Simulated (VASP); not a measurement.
## CdSe: single point with PBEsol

Crystal: CdSe.

```xyz
2
Lattice="-0.1115 3.3454 3.0413 3.0413 -0.1115 3.0413 2.9298 3.2340 0.0000" Properties=species:S:1:pos:R:3 pbc="T T T"
Cd    0.0000    0.0000    0.0000
Se    4.3948    4.8510    4.5620
```

This cell differs from its parent crystal: engineering shear strain xz -0.0733, normal strain along z +0.1000.

| Property | Result |
| --- | --- |
| Program | VASP 6.6.1 |
| Task | single point |
| Functional | PBEsol |
| Potentials or basis | VASP PAW PBE potentials, release 64 (Cd, Se) |
| Cutoff | 520 eV |
| k mesh | 10 × 10 × 10 |
| Occupations | gaussian, width 0.05 eV |
| Spin | no spin polarisation |
| Dipole correction | no |
| Further INCAR settings | ALGO = Normal; EDIFF = 1e-06; NBANDS = 16 |

```yaml
Pressure: -3.6 GPa
Largest_force: 0.212 eV/Å
Band_gap_on_the_k_mesh: 0.24 eV
```

Forces on the atoms (eV/Å):
```
Cd   0.000  0.000  0.212
Se   0.000  0.000 -0.212
```

Stress tensor (GPa, compression positive):
```
-2.82  2.03  0.00
 2.03 -5.07  0.00
 0.00  0.00 -2.89
```

Levels at points of the mesh, in eV from the valence-band top:
```tsv
k point	band 5	band 6	band 7	band 8	band 9	band 10	band 11	band 12	band 13	band 14
(0.00, 0.00, 0.00)	-7.48	-7.47	-0.34	-0.15	0.00	0.24	5.41	5.78	6.17	9.06
(0.50, 0.00, 0.00)	-7.45	-7.27	-3.99	-0.82	-0.46	2.12	6.03	6.64	6.77	9.53
(0.50, 0.50, 0.00)	-7.43	-7.17	-3.65	-1.99	-1.55	2.76	3.45	8.63	8.82	9.73
(0.00, 0.00, 0.50)	-7.45	-7.23	-4.05	-1.05	-0.63	1.86	5.79	6.55	7.06	9.41
(0.50, 0.00, 0.50)	-7.44	-7.28	-4.14	-1.43	-1.42	3.25	3.90	7.80	9.44	9.67
(0.00, 0.50, 0.50)	-7.43	-7.16	-3.66	-1.84	-1.72	2.97	3.20	8.22	9.27	9.50
```

Run time: 3.6 min on 1 thread of Intel Xeon 8259CL, with other jobs on the host, peak memory 0.41 GiB.

Caveat: the cell differs from its parent crystal (engineering shear strain xz -0.0733, normal strain along z +0.1000); the cell stands under tension; the PAW data sets were made with another functional, which shifts forces and pressure a little.
